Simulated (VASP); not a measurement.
Wanted: the native input for a VASP 6.6.1 run.

```yaml
Task: single point
Functional: PBE
Potentials_or_basis: VASP PAW PBE potentials, release 64 (B, N)
Cutoff: 520 eV
k_mesh: 10 × 10 × 10
Occupations: gaussian, width 0.01 eV
Spin: no spin polarisation
Dipole_correction: no
Further_INCAR_settings: ALGO = Normal; EDIFF = 1e-06; NBANDS = 11
```

The structure of BN lies in POSCAR:

```
BN
1.0
    0.0000000000      1.7752685769      1.7752685769
    1.7752685769      0.0000000000      1.7752685769
    1.7752685769      1.7752685769      0.0000000000
B N
1 1
Direct
    0.0000000000      0.0000000000      0.0000000000
    0.2500000000      0.2500000000      0.2500000000
```

This cell differs from its parent crystal: volume changed by -6%.

These files were run (other wordings do the same):

INCAR

```
SYSTEM = BN
PREC = Accurate ; ENCUT = 520
EDIFF = 1E-6 ; ISMEAR = 0
SIGMA = 0.01 ; LREAL = .False.
LASPH = .True. ; NELM = 80
ALGO = Normal ; ISIF = 2
LWAVE = .False. ; LCHARG = .False.
GGA = PE ; NBANDS = 11
```

KPOINTS

```
regular mesh
0
Gamma
  10 10 10
  0 0 0
```

Potentials or basis: VASP PAW PBE potentials, release 64 (B, N).

Launch:

```bash
$ cat potpaw_PBE.64/B/POTCAR potpaw_PBE.64/N/POTCAR > POTCAR
$ mpirun -np 1 vasp_std > vasp.out
```

Results of the run:

The pressure is 26.3 GPa and the band gap on the k mesh is 4.51 eV, indirect (least direct gap 9.08 eV).

Run time: 6.8 s on 1 thread of Intel(R) Xeon(R) Platinum 8488C (Sapphire Rapids), on a shared host, peak memory 0.12 GiB.
